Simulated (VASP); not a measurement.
# TiB2 (P6/mmm) in VASP: a series of runs

TiB2 is run at these levels: PBEsol+U, LDA, PBEsol; tasks: density of states, vibrations by perturbation theory, elastic constants.

All numbers are computed with VASP 6.6.1; they aren't measurements. Logs are shortened: lines on timing, memory, paths and dates and some standing lists are left out, and cuts for length are marked.

**1. The cell of the first run**

The structure is hexagonal, space group P6/mmm (No. 191). Conventional cell: a = 3.029 Å, b = 3.029 Å, c = 3.228 Å, α = 90.00°, β = 90.00°, γ = 120.00°. Ti (site symmetry 6/mmm) has 12 B at 2.38 Å and 6 Ti at 3.03 Å within 3.1 Å. Within 2.3 Å of B (site symmetry -6m2) lie 3 B at 1.75 Å.

**2. Density of states, PBEsol+U**

Contents of POSCAR:

```
TiB2
1.0
    3.0292000000      0.0000000000      0.0000000000
   -1.5146000000      2.6233641531      0.0000000000
    0.0000000000      0.0000000000      3.2284000000
Ti B
1 2
Direct
    0.0000000000      0.0000000000      0.0000000000
    0.6666666667      0.3333333333      0.5000000000
    0.3333333333      0.6666666667      0.5000000000
```

Contents of INCAR.step1:

```
SYSTEM = TiB2
PREC = Accurate
ENCUT = 520
EDIFF = 1E-6
ISMEAR = -1
SIGMA = 0.05
LREAL = .FALSE.
LASPH = .TRUE.
NELM = 150
ALGO = Normal
ISIF = 2
LWAVE = .FALSE.
LCHARG = .TRUE.
LMAXMIX = 4
LDAU = .TRUE.
LDAUTYPE = 2
LDAUL = 2 -1
LDAUU = 8 0
LDAUJ = 0 0
LDAUPRINT = 1
GGA = PS
NBANDS = 16
```

Contents of KPOINTS.step1:

```
regular mesh
0
G
  10 10 8
  0 0 0
```

Contents of INCAR.step2:

```
SYSTEM = TiB2
PREC = Accurate
ENCUT = 520
EDIFF = 1E-6
ISMEAR = -5
SIGMA = 0.05
LREAL = .FALSE.
LASPH = .TRUE.
NELM = 150
ALGO = Normal
ISIF = 2
LWAVE = .FALSE.
LCHARG = .FALSE.
LMAXMIX = 4
LDAU = .TRUE.
LDAUTYPE = 2
LDAUL = 2 -1
LDAUU = 8 0
LDAUJ = 0 0
LDAUPRINT = 1
GGA = PS
LORBIT = 10
NBANDS = 16
NEDOS = 2001
ICHARG = 11
```

Contents of KPOINTS.step2:

```
regular mesh
0
G
  15 15 12
  0 0 0
```

Potentials or basis: VASP PAW PBE potentials, release 64 (Ti_sv, B).

Launch:

```bash
$ cat potpaw_PBE.64/Ti_sv/POTCAR potpaw_PBE.64/B/POTCAR > POTCAR
$ cp INCAR.step1 INCAR
$ cp KPOINTS.step1 KPOINTS
$ mpirun -np 1 vasp_std > vasp.out
$ cp INCAR.step2 INCAR
$ cp KPOINTS.step2 KPOINTS
$ mpirun -np 1 vasp_std > vasp.out
```

OUTCAR:

```text
SYSTEM = TiB2
   PREC = Accurate
   ENCUT = 520
   EDIFF = 1E-6
   ISMEAR = -5
   LREAL = .FALSE.
   LASPH = .TRUE.
   NELM = 150
   ISIF = 2
   GGA = PS
   LORBIT = 10
   ICHARG = 11

 ion  position               nearest neighbor table
   1  0.000  0.000  0.000-   2 2.38   3 2.38   2 2.38   3 2.38   3 2.38   3 2.38   2 2.38   2 2.38
                             2 2.38   2 2.38   3 2.38   3 2.38
   2  0.667  0.333  0.500-   3 1.75   3 1.75   3 1.75   1 2.38   1 2.38   1 2.38   1 2.38   1 2.38
                             1 2.38
   3  0.333  0.667  0.500-   2 1.75   2 1.75   2 1.75   1 2.38   1 2.38   1 2.38   1 2.38   1 2.38
                             1 2.38

  LATTYP: Found a hexagonal cell.
 ALAT       =     3.0292000000
 C/A-ratio  =     1.0657599366

  Lattice vectors:

 A1 = (   3.0292000000,   0.0000000000,   0.0000000000)
 A2 = (  -1.5146000000,   2.6233641531,   0.0000000000)
 A3 = (   0.0000000000,   0.0000000000,   3.2284000000)

Analysis of symmetry for initial positions (statically):
=====================================================================
 Subroutine PRICEL returns:
 Original cell was already a primitive cell.

 Routine SETGRP: Setting up the symmetry group for a
 hexagonal supercell.

 Subroutine GETGRP returns: Found 24 space group operations
 (whereof 24 operations were pure point group operations)
 out of a pool of 24 trial point group operations.

The static configuration has the point symmetry D_6h.

Analysis of symmetry for dynamics (positions and initial velocities):
=====================================================================
 Subroutine PRICEL returns:
 Original cell was already a primitive cell.

 Routine SETGRP: Setting up the symmetry group for a
 hexagonal supercell.

 Subroutine GETGRP returns: Found 24 space group operations
 (whereof 24 operations were pure point group operations)
 out of a pool of 24 trial point group operations.

The dynamic configuration has the point symmetry D_6h.

 Subroutine INISYM returns: Found 24 space group operations
 (whereof 24 operations are pure point group operations),
 and found     1 'primitive' translations

[... 161 lines left out ...]

  o =  0.1510  v =  0.0000  0.0000 -1.0000  0.0000 -0.0000  0.0000  0.0000  0.0000  0.0000  0.0000      0.0000  0.0000  0.0000  0.0000  0.0000  0.0000  0.0000  0.0000  0.0000  0.0000
  o =  0.1510  v =  0.0000  0.0000  0.0000  0.0000  0.0000  0.0000  0.0000 -1.0000  0.0000 -0.0000      0.0000  0.0000  0.0000  0.0000  0.0000  0.0000  0.0000  0.0000  0.0000  0.0000
  o =  0.1838  v =  0.0000 -1.0000 -0.0000 -0.0000  0.0000  0.0000  0.0000  0.0000  0.0000  0.0000      0.0000  0.0000  0.0000  0.0000  0.0000  0.0000  0.0000  0.0000  0.0000  0.0000
  o =  0.1838  v =  0.0000  0.0000  0.0000  0.0000  0.0000  0.0000 -1.0000 -0.0000 -0.0000  0.0000      0.0000  0.0000  0.0000  0.0000  0.0000  0.0000  0.0000  0.0000  0.0000  0.0000
  o =  0.1838  v =  0.0000  0.0000  0.0000  0.0000  0.0000  0.0000 -0.0000  0.0000  1.0000  0.0000      0.0000  0.0000  0.0000  0.0000  0.0000  0.0000  0.0000  0.0000  0.0000  0.0000
  o =  0.1838  v =  0.0000 -0.0000  0.0000  1.0000  0.0000  0.0000  0.0000  0.0000  0.0000  0.0000      0.0000  0.0000  0.0000  0.0000  0.0000  0.0000  0.0000  0.0000  0.0000  0.0000
  o =  0.1882  v =  0.0000  0.0000  0.0000  0.0000  0.0000  0.0000  0.0000 -0.0000 -0.0000  1.0000      0.0000  0.0000  0.0000  0.0000  0.0000  0.0000  0.0000  0.0000  0.0000  0.0000
  o =  0.1882  v =  0.0000  0.0000 -0.0000 -0.0000  1.0000  0.0000  0.0000  0.0000  0.0000  0.0000      0.0000  0.0000  0.0000  0.0000  0.0000  0.0000  0.0000  0.0000  0.0000  0.0000
  o =  0.1882  v =  1.0000  0.0000  0.0000  0.0000  0.0000  0.0000  0.0000  0.0000  0.0000  0.0000      0.0000  0.0000  0.0000  0.0000  0.0000  0.0000  0.0000  0.0000  0.0000  0.0000
  o =  0.1882  v =  0.0000  0.0000  0.0000  0.0000  0.0000  1.0000  0.0000  0.0000  0.0000  0.0000      0.0000  0.0000  0.0000  0.0000  0.0000  0.0000  0.0000  0.0000  0.0000  0.0000

 number of electron      18.0000002 magnetization

 Free energy of the ion-electron system (eV)
  ---------------------------------------------------
  ext. energy  EPLUGINS =         0.00000000
  ---------------------------------------------------
  free energy    TOTEN  =       -19.55222040 eV

  energy without entropy =      -19.55222040  energy(sigma->0) =      -19.55222040

 E-fermi :  11.0651     XC(G=0): -12.8948

 val. band max:       11.0705032805   @ k =   0.0667   0.0000   0.4167
 cond. band min:      10.8555216715   @ k =   0.2000   0.2000   0.0833
 fundamental gap:     -0.2149816091
 Fermi energy:        11.0651387732

 k-point     1 :       0.0000    0.0000    0.0000
  band No.  band energies     occupation
      1     -48.1619      2.00000
      2     -24.5459      2.00000
      3     -24.2314      2.00000
      4     -24.2314      2.00000
      5      -3.3118      2.00000
      6       7.8233      2.00000
[... 433 lines left out ...]
      3     -24.4788      2.00000
      4     -24.4007      2.00000
      5       1.3577      2.00000
      6       1.5087      2.00000
[... 8 lines left out ...]
     15      18.8466      0.00000
     16      20.3921      0.00000

 [... further k-points ...]
[... 5 lines left out ...]
  --------------------------------------------------------------------------------------
  -------------------------------------------------------------------------------------
  Total        1.6973069      1.6973069      2.5809858      0.0000000      0.0000000      0.0000000
  in kB      105.9978575    105.9978575    161.1841464      0.0000000      0.0000000      0.0000000
  external PRESSURE =     124.3932872 kB  Pullay stress =       0.0000000 kB

 VOLUME and BASIS-vectors are now :
 -----------------------------------------------------------------------------
  energy-cutoff  :      520.00
  volume of cell :       25.66
      direct lattice vectors                 reciprocal lattice vectors
     3.029200000  0.000000000  0.000000000     0.330120164  0.190594965  0.000000000
    -1.514600000  2.623364153  0.000000000     0.000000000  0.381189931  0.000000000
     0.000000000  0.000000000  3.228400000     0.000000000  0.000000000  0.309750960

 POSITION                                       TOTAL-FORCE (eV/Angst)
 -----------------------------------------------------------------------------------
      0.00000      0.00000      0.00000         0.000000      0.000000      0.000000
      1.51460      0.87445      1.61420        -0.000000      0.000000      0.000000
     -0.00000      1.74891      1.61420         0.000000      0.000000      0.000000
 -----------------------------------------------------------------------------------
    total drift:                               -0.000000      0.000000     -0.000000

  FREE ENERGIE OF THE ION-ELECTRON SYSTEM (eV)
  ---------------------------------------------------
  free  energy   TOTEN  =       -19.5522203975 eV

  energy  without entropy=      -19.5522203975  energy(sigma->0) =      -19.55222040

 total charge

# of ion       s       p       d       tot
------------------------------------------
    1        2.198   6.247   1.768  10.213
    2        0.684   1.359   0.000   2.043
    3        0.684   1.359   0.000   2.043
--------------------------------------------------
tot          3.566   8.966   1.768  14.300
```

OUTCAR.step1:

```text
SYSTEM = TiB2
   PREC = Accurate
   ENCUT = 520
   EDIFF = 1E-6
   ISMEAR = -1
   LREAL = .FALSE.
   LASPH = .TRUE.
[... 721 lines left out ...]
      0.00000      0.00000      0.00000         0.000000      0.000000     -0.000000
      1.51460      0.87445      1.61420         0.000000      0.000000      0.000000
     -0.00000      1.74891      1.61420        -0.000000      0.000000     -0.000000
 -----------------------------------------------------------------------------------
    total drift:                               -0.000000      0.000000      0.000000

  FREE ENERGIE OF THE ION-ELECTRON SYSTEM (eV)
  ---------------------------------------------------
  free  energy   TOTEN  =       -19.5488132884 eV

  energy  without entropy=      -19.5422864752  energy(sigma->0) =      -19.54554988
```

OSZICAR.step1:

```text
N       E                     dE             d eps       ncg     rms          rms(c)
DAV:   1     0.128507883970E+03    0.12851E+03   -0.89244E+03  2240   0.127E+03
DAV:   2    -0.188988300119E+02   -0.14741E+03   -0.14212E+03  2368   0.347E+02
DAV:   3    -0.264320700751E+02   -0.75332E+01   -0.74375E+01  3320   0.753E+01
DAV:   4    -0.266074449841E+02   -0.17537E+00   -0.17523E+00  2584   0.104E+01
DAV:   5    -0.266117218339E+02   -0.42768E-02   -0.42764E-02  3360   0.141E+00    0.167E+01
DAV:   6    -0.195108463511E+02    0.71009E+01   -0.22350E+01  3272   0.535E+01    0.371E+00
DAV:   7    -0.195435262066E+02   -0.32680E-01   -0.10390E+00  2352   0.732E+00    0.259E+00
DAV:   8    -0.195480096475E+02   -0.44834E-02   -0.13735E-01  3048   0.462E+00    0.839E-01
DAV:   9    -0.195494912404E+02   -0.14816E-02   -0.28813E-02  3520   0.161E+00    0.227E-01
DAV:  10    -0.195489995823E+02    0.49166E-03   -0.62120E-03  3048   0.809E-01    0.138E-01
DAV:  11    -0.195488122360E+02    0.18735E-03   -0.15349E-03  2808   0.473E-01    0.414E-02
DAV:  12    -0.195488196158E+02   -0.73797E-05   -0.66317E-05  2592   0.690E-02    0.231E-02
DAV:  13    -0.195488136272E+02    0.59886E-05   -0.42696E-05  2944   0.707E-02    0.565E-03
DAV:  14    -0.195488132884E+02    0.33875E-06   -0.13965E-06  2248   0.110E-02
   1 F= -.19548813E+02 E0= -.19545550E+02  d E =-.652681E-02
```

Run time: 24 s. Hardware: 1 thread of Intel Xeon 6975P-C (Granite Rapids), shared host; peak memory 0.19 GiB.

What came out:

| Quantity | Value |
| --- | --- |
| Valence electrons inside the program's atomic spheres | Ti 10.21; B 2.04 |

Levels at points of the mesh, in eV from the Fermi level:
```csv
k point,band 7,band 8,band 9,band 10,band 11,band 12
"(0.00, 0.00, 0.00)",-2.99,-2.99,-2.27,2.02,2.02,3.50
"(0.00, 0.00, 0.50)",-1.19,-1.19,-0.26,-0.26,0.43,0.43
```

Eigenvalues of the final occupation matrices:
```
    site  spin  trace               eigenvalues
site 1 d     1   0.90  0.15 0.18 0.18 0.19 0.19
site 1 d     2   0.90  0.15 0.18 0.18 0.19 0.19
```

Caveat: the PAW data sets were made with another functional, which shifts forces and pressure a little; U without spin polarisation on a metal has little footing; the U is typed as a test and isn't derived for this compound; tetrahedron occupations give inexact forces and stress in metals.

(Continued in part 2 of 3.)
